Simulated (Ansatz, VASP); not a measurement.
CsCu4: VASP beside Ansatz

```
Cs Cu
1.0
     4.51714    0.00000    0.00000
     0.00000    4.51714    0.00000
     0.00000    0.00000    4.51714
Cs Cu
1 4
Direct
  0.50000 0.50000 0.50000
  0.00000 0.50000 0.50000
  0.50000 0.50000 0.00000
  0.50000 0.00000 0.50000
  0.00000 0.00000 0.00000
```

Change from the starting cell: species swapped into the Fe4N type (Pm-3m, No. 221).

Alike in both runs: task single point; functional PBE; k mesh 4 × 4 × 4; occupations gaussian, width 0.1 eV; no spin polarisation.

```csv
,VASP,Ansatz
version,VASP 6.6.1,Ansatz 0.2.0
potentials or method,"VASP PAW PBE potentials, release 64 (Cs_sv, Cu), cutoff 520 eV","scalar-relativistic, plane waves, PAW"
valence electrons in the cell,53,85
```

Ansatz gave:

| Item | Value |
| --- | --- |
| gap on the k mesh at the Fermi level (eV) | none |
| pressure (GPa) | 24.4 |

Task: Which values does VASP return?

Result: gap on the k mesh at the Fermi level (eV): none; pressure (GPa): 28.0.

A gap of «none» marks a metal or a gap that the smearing closes. VASP's potentials hold 53 valence electrons a cell and Ansatz's 85, so a difference there can come from the potentials and not from the codes.

Spin-orbit coupling is off throughout.
